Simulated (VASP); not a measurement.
# V3Os (Fm-3m) in VASP: notebook, part 3 of 3

VASP 6.6.1. Earlier steps stand in the parts before.

### Step 5. Single point, LDA, collinear spin, ferromagnetic start

File INCAR:

```
SYSTEM = V3Os
PREC = Accurate ; ENCUT = 520
EDIFF = 1E-6 ; ISMEAR = -1
SIGMA = 0.1 ; LREAL = .FALSE.
LASPH = .TRUE. ; NELM = 150
ALGO = Normal ; ISIF = 2
LWAVE = .FALSE. ; LCHARG = .TRUE.
ISPIN = 2 ; MAGMOM = 0.6 0.6 1.02 0.15
LORBIT = 11 ; NUPDOWN = 2.7
LMAXMIX = 4 ; LELF = .TRUE.
LVHAR = .TRUE. ; NBANDS = 36
```

File KPOINTS:

```
Automatic mesh
0
G
  7 7 7
  0 0 0
```

File POSCAR:

```
V3Os
1.0
    4.2222960000      0.0000000000      0.0000000000
    2.1111480000      3.6566155983      0.0000000000
    2.1111480000      1.2188718661      3.4474902477
V Os
3 1
Direct
    0.2500000000      0.2500000000      0.2500000000
    0.7500000000      0.7500000000      0.7500000000
    0.5000000000      0.5000000000      0.5000000000
    0.0000000000      0.0000000000      0.0000000000
```

Potentials or basis: VASP PAW LDA potentials, release 64 (V_sv, Os).

Command:

```console
$ cat potpaw_LDA.64/V_sv/POTCAR potpaw_LDA.64/Os/POTCAR > POTCAR
$ mpirun -np 1 vasp_std > vasp.out
```

OUTCAR:

```text
SYSTEM = V3Os
   PREC = Accurate
   ENCUT = 520
   EDIFF = 1E-6
   ISMEAR = -1
   LREAL = .FALSE.
   LASPH = .TRUE.
   NELM = 150
   ISIF = 2
   ISPIN = 2
   LORBIT = 11
   NUPDOWN = 2.7

 ion  position               nearest neighbor table
   1  0.250  0.250  0.250-   4 2.59   3 2.59   4 2.59   3 2.59   3 2.59   4 2.59   4 2.59   3 2.59

   2  0.750  0.750  0.750-   3 2.59   3 2.59   4 2.59   4 2.59   4 2.59   3 2.59   3 2.59   4 2.59

   3  0.500  0.500  0.500-   1 2.59   1 2.59   2 2.59   2 2.59   2 2.59   1 2.59   1 2.59   2 2.59
                             4 2.99   4 2.99   4 2.99   4 2.99   4 2.99   4 2.99
   4  0.000  0.000  0.000-   2 2.59   1 2.59   2 2.59   1 2.59   1 2.59   2 2.59   2 2.59   1 2.59
                             3 2.99   3 2.99   3 2.99   3 2.99   3 2.99   3 2.99

  LATTYP: Found a face centered cubic cell.
 ALAT       =     5.9712282676

  Lattice vectors:

 A1 = (   4.2222960000,   0.0000000000,   0.0000000000)
 A2 = (   2.1111480000,   3.6566155983,   0.0000000000)
 A3 = (   2.1111480000,   1.2188718661,   3.4474902477)

Analysis of symmetry for initial positions (statically):
=====================================================================
 Subroutine PRICEL returns:
[... 1721 lines left out ...]
  -------------------------------------------------------------------------------------
  Total       -2.0249387     -2.0249387     -2.0249387      0.0000000     -0.0000000      0.0000000
  in kB      -60.9524865    -60.9524865    -60.9524865      0.0000000     -0.0000000      0.0000000
  external PRESSURE =     -60.9524865 kB  Pullay stress =       0.0000000 kB

 VOLUME and BASIS-vectors are now :
 -----------------------------------------------------------------------------
  energy-cutoff  :      520.00
  volume of cell :       53.23
      direct lattice vectors                 reciprocal lattice vectors
     4.222296000  0.000000000  0.000000000     0.236837967 -0.136738464 -0.096688695
     2.111148000  3.656615598  0.000000000     0.000000000  0.273476928 -0.096688695
     2.111148000  1.218871866  3.447490248     0.000000000  0.000000000  0.290066085

 POSITION                                       TOTAL-FORCE (eV/Angst)
 -----------------------------------------------------------------------------------
      2.11115      1.21887      0.86187        -0.000000     -0.000000      0.000000
      6.33344      3.65662      2.58562         0.000000      0.000000      0.000000
      4.22230      2.43774      1.72375         0.000000      0.000000      0.000000
      0.00000      0.00000      0.00000         0.000000      0.000000      0.000000
 -----------------------------------------------------------------------------------
    total drift:                                0.000000      0.000000     -0.000000

  FREE ENERGIE OF THE ION-ELECTRON SYSTEM (eV)
  ---------------------------------------------------
  free  energy   TOTEN  =       -42.9598957721 eV

  energy  without entropy=      -42.7764040721  energy(sigma->0) =      -42.86814992

 total charge

# of ion       s       p       d       tot
------------------------------------------
    1        2.337   6.262   3.116  11.714
    2        2.337   6.262   3.116  11.714
    3        2.319   6.225   3.146  11.691
    4        0.735   0.708   6.205   7.649
--------------------------------------------------
tot          7.728  19.457  15.582  42.768

 magnetization (x)

# of ion       s       p       d       tot
------------------------------------------
    1        0.007   0.042   0.533   0.582
    2        0.007   0.042   0.533   0.582
    3        0.016   0.048   0.908   0.972
    4       -0.003   0.057   0.142   0.196
--------------------------------------------------
tot          0.029   0.188   2.116   2.333
```

stdout:

```text
POSCAR found type information on POSCAR V Os
 POSCAR found :  2 types and       4 ions
 scaLAPACK will be used
 LDA part: xc-table for (Slater(with rela. corr.)+CA(PZ))
 , standard interpolation
 POSCAR, INCAR and KPOINTS ok, starting setup
 FFT: planning ... GRIDC
 FFT: planning ... GRID_SOFT
 FFT: planning ... GRID
 WAVECAR not read
 entering main loop
```

It took 62 s on 1 thread of Intel Xeon Platinum 8488C (Sapphire Rapids), shared host; peak memory 0.19 GiB.

What came out:

| Property | Result |
| --- | --- |
| Free energy | -42.9599 eV |
| Pressure | -6.1 GPa |
| Net moment | 2.70 μB per cell |
| Site moments | V +0.58, +0.97 (each value once); Os +0.20 μB |
| Valence electrons inside the program's atomic spheres | V 11.71, 11.69 (each value once); Os 7.65 |

Caveat: the cell stands under tension; the total moment is fixed, so each spin has its own Fermi level.

### Step 6. Single point, LDA, collinear spin, ferromagnetic start

File INCAR:

```
  ALGO = Normal
  EDIFF = 1E-6
  ENCUT = 520
  ISIF = 2
  ISMEAR = -1
  ISPIN = 2
  LASPH = True
  LCHARG = False
  LMAXMIX = 4
  LORBIT = 11
  LREAL = False
  LWAVE = False
  MAGMOM = 0.87 0.87 1.28 0.19
  NBANDS = 36
  NELM = 150
  NUPDOWN = 3.6
  PREC = Accurate
  SIGMA = 0.1
```

File KPOINTS:

```
k-points
0
Gamma
  7 7 7
```

POSCAR is that of step 5.

Potentials or basis: VASP PAW LDA potentials, release 64 (V_sv, Os).

Command:

```console
$ cat potpaw_LDA.64/V_sv/POTCAR potpaw_LDA.64/Os/POTCAR > POTCAR
$ mpirun -np 1 vasp_std > vasp.out
```

OUTCAR:

```text
EDIFF = 1E-6
   ENCUT = 520
   ISIF = 2
   ISMEAR = -1
   ISPIN = 2
   LASPH = True
   LORBIT = 11
   LREAL = False
   NELM = 150
   NUPDOWN = 3.6
   PREC = Accurate

 ion  position               nearest neighbor table
   1  0.250  0.250  0.250-   4 2.59   3 2.59   4 2.59   3 2.59   3 2.59   4 2.59   4 2.59   3 2.59

   2  0.750  0.750  0.750-   3 2.59   3 2.59   4 2.59   4 2.59   4 2.59   3 2.59   3 2.59   4 2.59

   3  0.500  0.500  0.500-   1 2.59   1 2.59   2 2.59   2 2.59   2 2.59   1 2.59   1 2.59   2 2.59
                             4 2.99   4 2.99   4 2.99   4 2.99   4 2.99   4 2.99
   4  0.000  0.000  0.000-   2 2.59   1 2.59   2 2.59   1 2.59   1 2.59   2 2.59   2 2.59   1 2.59
                             3 2.99   3 2.99   3 2.99   3 2.99   3 2.99   3 2.99

  LATTYP: Found a face centered cubic cell.
 ALAT       =     5.9712282676

  Lattice vectors:

 A1 = (   4.2222960000,   0.0000000000,   0.0000000000)
 A2 = (   2.1111480000,   3.6566155983,   0.0000000000)
 A3 = (   2.1111480000,   1.2188718661,   3.4474902477)

Analysis of symmetry for initial positions (statically):
[... 1719 lines left out ...]

  FORCE on cell =-STRESS in cart. coord.  units (eV):
  Direction    XX          YY          ZZ          XY          YZ          ZX
  --------------------------------------------------------------------------------------
  -------------------------------------------------------------------------------------
  Total       -0.9671855     -0.9671855     -0.9671855      0.0000000      0.0000000      0.0000000
  in kB      -29.1131598    -29.1131598    -29.1131598      0.0000000      0.0000000      0.0000000
  external PRESSURE =     -29.1131598 kB  Pullay stress =       0.0000000 kB

 VOLUME and BASIS-vectors are now :
 -----------------------------------------------------------------------------
  energy-cutoff  :      520.00
  volume of cell :       53.23
      direct lattice vectors                 reciprocal lattice vectors
     4.222296000  0.000000000  0.000000000     0.236837967 -0.136738464 -0.096688695
     2.111148000  3.656615598  0.000000000     0.000000000  0.273476928 -0.096688695
     2.111148000  1.218871866  3.447490248     0.000000000  0.000000000  0.290066085

 POSITION                                       TOTAL-FORCE (eV/Angst)
 -----------------------------------------------------------------------------------
      2.11115      1.21887      0.86187         0.000000      0.000000     -0.000000
      6.33344      3.65662      2.58562        -0.000000     -0.000000      0.000000
      4.22230      2.43774      1.72375         0.000000     -0.000000     -0.000000
      0.00000      0.00000      0.00000         0.000000     -0.000000     -0.000000
 -----------------------------------------------------------------------------------
    total drift:                                0.000000      0.000000     -0.000000

  FREE ENERGIE OF THE ION-ELECTRON SYSTEM (eV)
  ---------------------------------------------------
  free  energy   TOTEN  =       -42.4177651520 eV

  energy  without entropy=      -42.2196169318  energy(sigma->0) =      -42.31869104

 total charge

# of ion       s       p       d       tot
------------------------------------------
    1        2.337   6.260   3.123  11.720
    2        2.337   6.260   3.123  11.720
    3        2.321   6.227   3.138  11.686
    4        0.735   0.703   6.221   7.659
--------------------------------------------------
tot          7.729  19.450  15.605  42.785

 magnetization (x)

# of ion       s       p       d       tot
------------------------------------------
    1        0.010   0.051   0.771   0.832
    2        0.010   0.051   0.771   0.832
    3        0.021   0.059   1.144   1.224
    4       -0.004   0.069   0.174   0.239
--------------------------------------------------
tot          0.036   0.230   2.861   3.127
```

stdout:

```text
POSCAR found type information on POSCAR V Os
 POSCAR found :  2 types and       4 ions
 scaLAPACK will be used
 LDA part: xc-table for (Slater(with rela. corr.)+CA(PZ))
 , standard interpolation
 POSCAR, INCAR and KPOINTS ok, starting setup
 FFT: planning ... GRIDC
 FFT: planning ... GRID_SOFT
 FFT: planning ... GRID
 WAVECAR not read
 entering main loop
```

It took 57 s on 1 thread of Intel Xeon Platinum 8488C (Sapphire Rapids), shared host; peak memory 0.2 GiB.

Results:

```yaml
Free_energy: -42.4178 eV
Pressure: -2.9 GPa
Net_moment: 3.60 μB per cell
Site_moments: V +0.83, +1.22 (each value once); Os +0.24 μB
Valence_electrons_inside_the_program's_atomic_spheres: V 11.72, 11.69 (each value once); Os 7.66
```

Caveat: the total moment is fixed, so each spin has its own Fermi level.

### Step 7. Summary

| spin | fixed moment (μB) | pressure (GPa) | moment (μB) |
| --- | --- | --- | --- |
| collinear, zero start | 0.0 | -11.1 | 0.00 |
| collinear | 0.9 | -10.5 | 0.90 |
| collinear, ferromagnetic start | 1.8 | -8.7 | 1.80 |
| collinear, ferromagnetic start | 2.7 | -6.1 | 2.70 |
| collinear, ferromagnetic start | 3.6 | -2.9 | 3.60 |

Alike in all rows: task single point; level LDA; potentials or basis VASP PAW LDA potentials, release 64 (V_sv, Os); cell as given; k mesh 7 × 7 × 7; cutoff (eV) 520; smearing fermi-dirac 0.1 eV.

Caveats: the total moment is fixed, so each spin has its own Fermi level; the cell stands under tension (at least some runs).

Total energies depend on the potentials used, so only differences within one code and one set of settings carry meaning.
